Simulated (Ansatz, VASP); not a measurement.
## Two plane-wave programs on MgO

Contents of INCAR:

```
PREC = Accurate ; ENCUT = 600
EDIFF = 1E-6 ; ISMEAR = -1
SIGMA = 0.1 ; LREAL = False
LASPH = True ; NELM = 120
ALGO = Normal ; ISIF = 2
LWAVE = False ; LCHARG = False
GGA = PE ; NBANDS = 11
GGA_COMPAT = False
```

The input KPOINTS:

```
regular mesh
0
Gamma
  10 10 10
```

Contents of POSCAR:

```
MgO
1.0
    0.0000000000      2.1966530000      2.1966530000
    2.1966530000      0.0000000000      2.1966530000
    2.1966530000      2.1966530000      0.0000000000
Mg O
1 1
Direct
    0.0000000000      0.0000000000      0.0000000000
    0.5000000000      0.5000000000      0.5000000000
```

Input for Ansatz:

```yaml
crystal:
  lattice:
    - [0.0, 2.196653, 2.196653]
    - [2.196653, 0.0, 2.196653]
    - [2.196653, 2.196653, 0.0]
  atoms:
    - { symbol: Mg, position: [0.0, 0.0, 0.0] }
    - { symbol: O, position: [0.5, 0.5, 0.5] }
  symmetry: { tolerance: 0.0003 }
kpoints:
  mp_grid: { grid: [10, 10, 10], shift: [0, 0, 0] }
  band_path:
    path:
      - [0.0, 0.0, 0.0]
      - [0.5, 0.0, 0.5]
      - [0.625, 0.25, 0.625]
      - [0.375, 0.375, 0.75]
      - [0.0, 0.0, 0.0]
      - [0.5, 0.5, 0.5]
      - [0.5, 0.25, 0.75]
      - [0.5, 0.0, 0.5]
    npoints: 8
magnetization:
  spin_polarized: false
scf:
  occupations: { method: fermi_dirac }
  lower_state_search: "off"
  max_iter: 200
hamiltonian:
  pseudopotentials: { kind: paw }
  xc: pbe
basis:
  ecutwfc: 420
  fft_grid_basis: typed
output:
  forces: true
  stress: true
  eigenvalues: true
  bader: true
  populations: true
  elf: true
  write_potential: true
  volumetric_format: npy
  dos:
    e_range: [-12, 8]
    de: 0.05
    projected: { site_lists: { Mg: [Mg], O: [O] } }
checkpoint:
  read: saved_state
```

Alike in both runs: task single point; functional PBE; k mesh 10 × 10 × 10; no spin polarisation.

|  | VASP | Ansatz |
| --- | --- | --- |
| version | VASP 6.6.1 | Ansatz 0.2.0 |
| potentials or method | VASP PAW PBE potentials, release 64 (Mg, O), cutoff 600 eV | PAW plane waves |
| occupations | fermi-dirac, width 0.1 eV | fermi-dirac |
| valence electrons in the cell | 8 | 16 |

|  | VASP | Ansatz | Ansatz less VASP |
| --- | --- | --- | --- |
| pressure (GPa) | -12.8 | -11.8 | +0.96 |

VASP's potentials hold 8 valence electrons a cell and Ansatz's 16, so a difference there can come from the potentials and not from the codes.
